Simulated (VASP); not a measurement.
# Pd (Fm-3m) in VASP: a series of runs

Pd is run at these levels: PBEsol; tasks: single point, relaxation of cell and atoms.

Program: VASP 6.6.1. These are calculated values, not measurements. Logs are shortened: lines on timing, memory, paths and dates and some standing lists are left out, and cuts for length are marked.

**1. The cell of the first run**

The structure is cubic, space group Fm-3m (No. 225). The conventional cell has a = 3.875 Å, b = 3.875 Å, c = 3.875 Å, α = 90.00°, β = 90.00°, γ = 90.00°. Within 3.6 Å of Pd (site symmetry m-3m) lie 12 Pd at 2.74 Å.

**2. Single point, PBEsol**

INCAR

```
  PREC = Accurate
  ENCUT = 520
  EDIFF = 1E-7
  ISMEAR = 1
  SIGMA = 0.05
  LREAL = False
  LASPH = True
  NELM = 60
  ALGO = Normal
  ISIF = 2
  LWAVE = False
  LCHARG = False
  GGA = PS
  NBANDS = 11
```

KPOINTS

```
regular mesh
0
Gamma
  19 19 19
```

POSCAR

```
Pd
1.0
    0.0000000000      1.9376854520      1.9376854520
    1.9376854520      0.0000000000      1.9376854520
    1.9376854520      1.9376854520      0.0000000000
Pd
1
Direct
    0.0000000000      0.0000000000      0.0000000000
```

Potentials or basis: VASP PAW PBE potentials, release 64 (Pd).

Command:

```bash
$ cat potpaw_PBE.64/Pd/POTCAR > POTCAR
$ mpirun -np 1 vasp_std > vasp.out
```

OUTCAR:

```text
PREC = Accurate
   ENCUT = 520
   EDIFF = 1E-7
   ISMEAR = 1
   LREAL = False
   LASPH = True
   NELM = 60
   ISIF = 2
   GGA = PS

 ion  position               nearest neighbor table
   1  0.000  0.000  0.000-

  LATTYP: Found a face centered cubic cell.
 ALAT       =     3.8753709040

  Lattice vectors:

 A1 = (   0.0000000000,   1.9376854520,   1.9376854520)
 A2 = (   1.9376854520,   0.0000000000,   1.9376854520)
 A3 = (   1.9376854520,   1.9376854520,   0.0000000000)

Analysis of symmetry for initial positions (statically):
=====================================================================
 Subroutine PRICEL returns:
 Original cell was already a primitive cell.

 Routine SETGRP: Setting up the symmetry group for a
 face centered cubic supercell.

 Subroutine GETGRP returns: Found 48 space group operations
 (whereof 48 operations were pure point group operations)
 out of a pool of 48 trial point group operations.

The static configuration has the point symmetry O_h .

Analysis of symmetry for dynamics (positions and initial velocities):
=====================================================================
 Subroutine PRICEL returns:
 Original cell was already a primitive cell.

 Routine SETGRP: Setting up the symmetry group for a
 face centered cubic supercell.

 Subroutine GETGRP returns: Found 48 space group operations
 (whereof 48 operations were pure point group operations)
 out of a pool of 48 trial point group operations.

The dynamic configuration has the point symmetry O_h .

 Subroutine INISYM returns: Found 48 space group operations
 (whereof 48 operations are pure point group operations),
 and found     1 'primitive' translations

----------------------------------------------------------------------------------------

                                     Primitive cell

  volume of cell :      14.5506

  direct lattice vectors                    reciprocal lattice vectors
     0.000000000  1.937685452  1.937685452    -0.258039817  0.258039817  0.258039817
     1.937685452  0.000000000  1.937685452     0.258039817 -0.258039817  0.258039817
     1.937685452  1.937685452  0.000000000     0.258039817  0.258039817 -0.258039817

  length of vectors
     2.740301046  2.740301046  2.740301046     0.446938074  0.446938074  0.446938074

  position of ions in fractional coordinates (direct lattice)
     0.000000000  0.000000000  0.000000000

  ion indices of the primitive-cell ions
   primitive index   ion index
                 1           1

----------------------------------------------------------------------------------------

 KPOINTS: regular mesh

Automatic generation of k-mesh.
 Grid dimensions read from file:
 generate k-points for:   19   19   19

 Generating k-lattice:

  Cartesian coordinates                     Fractional coordinates (reciprocal lattice)
    -0.013581043  0.013581043  0.013581043     0.052631579  0.000000000  0.000000000
     0.013581043 -0.013581043  0.013581043     0.000000000  0.052631579  0.000000000
     0.013581043  0.013581043 -0.013581043     0.000000000  0.000000000  0.052631579

  Length of vectors
     0.023523057  0.023523057  0.023523057

  Shift w.r.t. Gamma in fractional coordinates (k-lattice)
     0.000000000  0.000000000  0.000000000

 Subroutine IBZKPT returns following result:
 ===========================================

 Found    220 irreducible k-points:

 Following reciprocal coordinates:
            Coordinates               Weight
  0.000000  0.000000  0.000000      1.000000
  0.052632  0.000000  0.000000      8.000000
  0.105263  0.000000  0.000000      8.000000
  0.157895  0.000000  0.000000      8.000000
  0.210526  0.000000  0.000000      8.000000
  0.263158  0.000000  0.000000      8.000000
[... 16 lines left out ...]
 -0.315789  0.052632  0.000000     24.000000
 -0.263158  0.052632  0.000000     24.000000
 [... further k-points ...]
   k-points           NKPTS =    220   k-points in BZ     NKDIM =    220   number of bands    NBANDS=     11
   number of dos      NEDOS =    301   number of ions     NIONS =      1
   total plane-waves  NPLWV =   8000
   dimension x,y,z NGX =    20 NGY =   20 NGZ =   20
   dimension x,y,z NGXF=    40 NGYF=   40 NGZF=   40
   ions per type =               1
   NGX,Y,Z   is equivalent  to a cutoff of  12.13, 12.13, 12.13 a.u.
   NGXF,Y,Z  is equivalent  to a cutoff of  24.27, 24.27, 24.27 a.u.
 SYSTEM =  unknown system
   PREC   = accura    normal or accurate (medium, high low for compatibility)
   ISTART =      0    job   : 0-new  1-cont  2-samecut
   ICHARG =      2    charge: 1-file 2-atom 10-const
   ISPIN  =      1    spin polarized calculation?
   LNONCOLLINEAR =      F non collinear calculations
   LSORBIT =      F    spin-orbit coupling
   LASPH  =      T    aspherical Exc in radial PAW
   ENCUT  =  520.0 eV  38.22 Ry    6.18 a.u.   5.10  5.10  5.10*2*pi/ulx,y,z
   NELM   =     60;   NELMIN=  2; NELMDL= -5     # of ELM steps
   EDIFF  = 0.1E-06   stopping-criterion for ELM
   LREAL  =      F    real-space projection
   EDIFFG = 0.1E-05   stopping-criterion for IOM
   NSW    =      0    number of steps for IOM
   IBRION =     -1    ionic relax: 0-MD 1-quasi-New 2-CG
   NFREE  =      0    steps in history (QN), initial steepest desc. (CG)
   ISIF   =      2    stress and relaxation
   ISYM   =      2    0-nonsym 1-usesym 2-fastsym
   POTIM  = 0.5000    time-step for ionic-motion
   TEBEG  =    0.0;   TEEND  =   0.0 temperature during run
   PSTRESS=    0.0 pullay stress
   NELECT =      10.0000    total number of electrons
   NUPDOWN=      -1.0000    fix difference up-down
   EMIN   =  10.00;   EMAX   =-10.00  energy-range for DOS
   EFERMI =   0.00;   METHOD = LEGACY
   ISMEAR =     1;   SIGMA  =   0.05  broadening in eV -4-tet -1-fermi 0-gaus
   EFERMI_NEDOS =   21; number of points for ismear=-14 and -15
   IALGO  =     38    algorithm
   IMIX   =      4    mixing-type and parameters
     AMIX     =   0.40;   BMIX     =  1.00
     AMIX_MAG =   1.60;   BMIX_MAG =  1.00
  volume/ion in A,a.u.               =      14.55        98.19
  Fermi-wavevector in a.u.,A,eV,Ry     =   1.444713  2.730112 28.398017  2.087195
  Thomas-Fermi vector in A             =   2.562977
   LORBIT       =      0    0 simple, 1 ext, 2 COOP (PROOUT), +10 PAW based schemes
   GGA     = PS    functional components
   LHFCALC =     F    Hartree Fock is set to
   AEXX    =    0.0000 exact exchange contribution
   IVDW    =     0    specifies the selected vdW correction
   LEPSILON=     F    determine dielectric tensor
   LRPA    =     F    only Hartree local field effects (RPA)
 non-spin polarized calculation
 Methfessel and Paxton  Order N= 1 SIGMA  =   0.05
  energy-cutoff  :      520.00
  volume of cell :       14.55
 maximum number of plane-waves:       400
   NGX = 11   NGY = 11   NGZ = 11

 number of electron      10.0000002 magnetization

 Free energy of the ion-electron system (eV)
  ---------------------------------------------------
  ext. energy  EPLUGINS =         0.00000000
  ---------------------------------------------------
  free energy    TOTEN  =        -5.95703482 eV

  energy without entropy =       -5.95673611  energy(sigma->0) =       -5.95693525

 E-fermi :   9.8590     XC(G=0): -13.4641

 val. band max:        9.8584649977   @ k =  -0.4737   0.2105   0.0000
 cond. band min:       9.8622587478   @ k =  -0.4737   0.2632   0.0526
 fundamental gap:      0.0037937502
 Fermi energy:         9.8590211673

 k-point     1 :       0.0000    0.0000    0.0000
  band No.  band energies     occupation
      1       2.5056      2.00000
      2       6.9402      2.00000
      3       6.9402      2.00000
      4       6.9402      2.00000
      5       8.6105      2.00000
      6       8.6105      2.00000
      7      26.9838      0.00000
      8      31.8329      0.00000
      9      31.8329      0.00000
     10      31.8329      0.00000
     11      35.9179      0.00000

 k-point     2 :       0.0526    0.0000    0.0000
  band No.  band energies     occupation
      1       2.6079      2.00000
      2       6.9024      2.00000
      3       6.9764      2.00000
      4       6.9764      2.00000
      5       8.5925      2.00000
      6       8.5925      2.00000
      7      27.0975      0.00000
      8      31.1398      0.00000
      9      31.9535      0.00000
     10      31.9535      0.00000
     11      35.9619      0.00000

 k-point     3 :       0.1053    0.0000    0.0000
  band No.  band energies     occupation
      1       2.9048      2.00000
      2       6.8060      2.00000
      3       7.0728      2.00000
      4       7.0728      2.00000
      5       8.5530      2.00000
      6       8.5530      2.00000
      7      27.3689      0.00000
      8      29.6988      0.00000
      9      32.2985      0.00000
     10      32.2985      0.00000
     11      35.9923      0.00000

 k-point     4 :       0.1579    0.0000    0.0000
  band No.  band energies     occupation
      1       3.3597      2.00000
      2       6.7046      2.00000
      3       7.1877      2.00000
      4       7.1877      2.00000
      5       8.5370      2.00000
      6       8.5370      2.00000
      7      27.3041      0.00000
      8      28.4051      0.00000
      9      32.8118      0.00000
     10      32.8118      0.00000
     11      36.0278      0.00000
[... 239 lines left out ...]
 k-point    22 :      -0.3684    0.0526    0.0000
  band No.  band energies     occupation
      1       4.5547      2.00000
      2       6.9670      2.00000
      3       7.0469      2.00000
      4       8.6023      2.00000
      5       9.3704      2.00000
      6      10.1960     -0.00000
      7      19.5658      0.00000
      8      26.8615      0.00000
      9      30.7842      0.00000
     10      32.3356      0.00000
     11      35.9583      0.00000

 k-point    23 :      -0.3158    0.0526    0.0000
  band No.  band energies     occupation
      1       4.5818      2.00000
      2       7.0715      2.00000
      3       7.1483      2.00000
      4       7.7874      2.00000
      5       9.0297      2.00000
      6       9.6661      2.00000
      7      21.4125      0.00000
      8      27.3192      0.00000
      9      31.3355      0.00000
     10      33.5741      0.00000
     11      35.6935      0.00000

 k-point    24 :      -0.2632    0.0526    0.0000
  band No.  band energies     occupation
      1       4.4777      2.00000
      2       6.9958      2.00000
      3       7.2449      2.00000
      4       7.2537      2.00000
      5       8.6945      2.00000
      6       9.2541      2.00000
      7      23.3589      0.00000
      8      27.8110      0.00000
      9      31.9418      0.00000
     10      34.8649      0.00000
     11      34.9672      0.00000

 [... further k-points ...]

------------------------ aborting loop because EDIFF is reached ----------------------------------------

  FORCE on cell =-STRESS in cart. coord.  units (eV):
  Direction    XX          YY          ZZ          XY          YZ          ZX
  --------------------------------------------------------------------------------------
  -------------------------------------------------------------------------------------
  Total       -0.0292926     -0.0292926     -0.0292926      0.0000000      0.0000000     -0.0000000
  in kB       -3.2254397     -3.2254397     -3.2254397      0.0000000      0.0000000     -0.0000000
  external PRESSURE =      -3.2254397 kB  Pullay stress =       0.0000000 kB

 VOLUME and BASIS-vectors are now :
 -----------------------------------------------------------------------------
  energy-cutoff  :      520.00
  volume of cell :       14.55
      direct lattice vectors                 reciprocal lattice vectors
     0.000000000  1.937685452  1.937685452    -0.258039817  0.258039817  0.258039817
     1.937685452  0.000000000  1.937685452     0.258039817 -0.258039817  0.258039817
     1.937685452  1.937685452  0.000000000     0.258039817  0.258039817 -0.258039817

 POSITION                                       TOTAL-FORCE (eV/Angst)
 -----------------------------------------------------------------------------------
      0.00000      0.00000      0.00000         0.000000      0.000000      0.000000
 -----------------------------------------------------------------------------------
    total drift:                                0.000000      0.000000      0.000000

  FREE ENERGIE OF THE ION-ELECTRON SYSTEM (eV)
  ---------------------------------------------------
  free  energy   TOTEN  =        -5.9570348215 eV

  energy  without entropy=       -5.9567361062  energy(sigma->0) =       -5.95693525
```

Run time: 16 s. Hardware: 1 thread of Intel Xeon Platinum 8488C (Sapphire Rapids), shared host; peak memory 0.15 GiB.

Results:

| Quantity | Value |
| --- | --- |
| Free energy | -5.9570 eV |
| Pressure | -0.3 GPa |
| Band gap on the k mesh | zero (bands 5 and 6 overlap by 1.60 eV) |

Levels at points of the mesh, in eV from the Fermi level:
| k point | band 2 | band 3 | band 4 | band 5 | band 6 | band 7 | band 8 | band 9 |
| --- | --- | --- | --- | --- | --- | --- | --- | --- |
| (0.00, 0.00, 0.00) | -2.92 | -2.92 | -2.92 | -1.25 | -1.25 | 17.12 | 21.97 | 21.97 |

Caveat: the PAW data sets were made with another functional, which shifts forces and pressure a little.

**3. Relaxation of cell and atoms, PBEsol**

This run uses another cell than the first one, of 14.75 Å³/atom.

INCAR

```
SYSTEM = Pd
PREC = Accurate
ENCUT = 600
EDIFF = 1E-6
ISMEAR = 1
SIGMA = 0.05
LREAL = .False.
LASPH = .True.
NELM = 60
ALGO = Normal
ISIF = 3
LWAVE = .False.
LCHARG = .False.
GGA = PS
IBRION = 2
NSW = 60
EDIFFG = -0.02
```

KPOINTS

```
Automatic mesh
0
Gamma
  19 19 19
  0 0 0
```

POSCAR

```
Pd
1.0
    0.0000000000      1.9465000000      1.9465000000
    1.9465000000      0.0000000000      1.9465000000
    1.9465000000      1.9465000000      0.0000000000
Pd
1
Direct
    0.0000000000      0.0000000000      0.0000000000
```

Potentials or basis: VASP PAW PBE potentials, release 64 (Pd).

Command:

```bash
$ cat potpaw_PBE.64/Pd/POTCAR > POTCAR
$ mpirun -np 1 vasp_std > vasp.out
```

Wall time 28 s (1 thread of Intel Xeon Platinum 8488C (Sapphire Rapids), shared host); peak memory 0.18 GiB.

It converged, with:

| Item | Value |
| --- | --- |
| Free energy | -5.9576 eV |
| Relaxed volume | 14.53 Å³/atom |
| Relaxed cell | a = 2.739 Å, b = 2.739 Å, c = 2.739 Å, α = 60.00°, β = 60.00°, γ = 60.00° |
| Space group after relaxing (to 0.1 Å) | Fm-3m (No. 225) |
| Energy gained by relaxing | 2.1 meV/atom |
| Ionic steps | 3 |
| Pressure after relaxing | 0.0 GPa |
| Band gap on the k mesh | zero (bands 5 and 6 overlap by 1.61 eV) |

The path:
| step | energy change (eV) | largest force (eV/Å) | pressure (GPa) | volume (Å³) |
| --- | --- | --- | --- | --- |
| 1 | 0.0000 | 0.0000 | -3.00 | 14.75 |
| 2 | 0.0038 | 0.0000 | 5.51 | 14.17 |
| 3 | -0.0021 | 0.0000 | -0.04 | 14.53 |

Final structure:
```
Pd
1.0
     0.00000    1.93663    1.93663
     1.93663    0.00000    1.93663
     1.93663    1.93663    0.00000
Pd
1
Direct
  0.00000 0.00000 0.00000
```

Levels at points of the mesh, in eV from the Fermi level:
| k point | band 2 | band 3 | band 4 | band 5 | band 6 | band 7 | band 8 | band 9 |
| --- | --- | --- | --- | --- | --- | --- | --- | --- |
| (0.00, 0.00, 0.00) | -2.93 | -2.93 | -2.93 | -1.25 | -1.25 | 17.13 | 21.98 | 21.98 |

Caveat: the PAW data sets were made with another functional, which shifts forces and pressure a little.
